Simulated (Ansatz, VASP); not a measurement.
## One calculation of CoO, two programs

The input INCAR:

```
SYSTEM = CoO
  PREC = Accurate
  ENCUT = 520
  EDIFF = 1E-8
  ISMEAR = -1
  SIGMA = 0.05
  LREAL = .False.
  LASPH = .True.
  NELM = 150
  ALGO = Normal
  ISIF = 2
  LWAVE = .False.
  LCHARG = .False.
  ISPIN = 2
  MAGMOM = 2 0
  LORBIT = 11
  LMAXMIX = 4
  GGA = PE
  LEFG = .True.
  NBANDS = 18
```

File KPOINTS:

```
regular mesh
0
Gamma
  13 13 13
  0 0 0
```

File POSCAR:

```
CoO
1.0
    0.0000000000      2.2306525633      2.2306525633
    2.2306525633      0.0000000000      2.2306525633
    2.2306525633      2.2306525633      0.0000000000
Co O
1 1
Direct
    0.0000000000      0.0000000000      0.0000000000
    0.2500000000      0.2500000000      0.2500000000
```

Input for Ansatz:

```yaml
crystal:
  lattice:
    - [0.0, 2.2306525633, 2.2306525633]
    - [2.2306525633, 0.0, 2.2306525633]
    - [2.2306525633, 2.2306525633, 0.0]
  atoms:
    - { symbol: Co, position: [0.0, 0.0, 0.0], spin: 2.0 }
    - { symbol: O, position: [0.25, 0.25, 0.25] }
magnetization:
  spin_polarized: true
kpoints:
  mp_grid: { grid: [13, 13, 13] }
scf:
  occupations: { method: fermi_dirac, width: 0.05 }
hamiltonian:
  xc: pbe
  pseudopotentials: { kind: paw }
output:
  forces: true
  stress: true
  eigenvalues: true
  efg: { contact_densities: true }
```

Change from the starting cell: volume scaled by 0.975, PAW files.

Alike in both runs: task electric field gradients; functional PBE; k mesh 13 × 13 × 13; occupations fermi-dirac, width 0.05 eV; collinear spin.

|  | VASP | Ansatz |
| --- | --- | --- |
| version | VASP 6.6.1 | Ansatz 0.2.0 |
| potentials or method | VASP PAW PBE potentials, release 64 (Co, O) | PAW with Ansatz's default frozen-core files, scalar-relativistic |
| plane-wave cutoff (eV) | 520 | 420 |
| valence electrons in the cell | 15 | 23 |

```tsv
	VASP	Ansatz	Ansatz less VASP
pressure (GPa)	2.9	3.1	+0.17
net moment per atom (μB)	1.32	1.33	+0.010
size of the moment on the site where the two differ most (μB)	2.28	2.14	-0.140
```

Site moments also hang on the region over which each program counts them. VASP's potentials hold 15 valence electrons a cell and Ansatz's 23, so a difference there can come from the potentials and not from the codes.
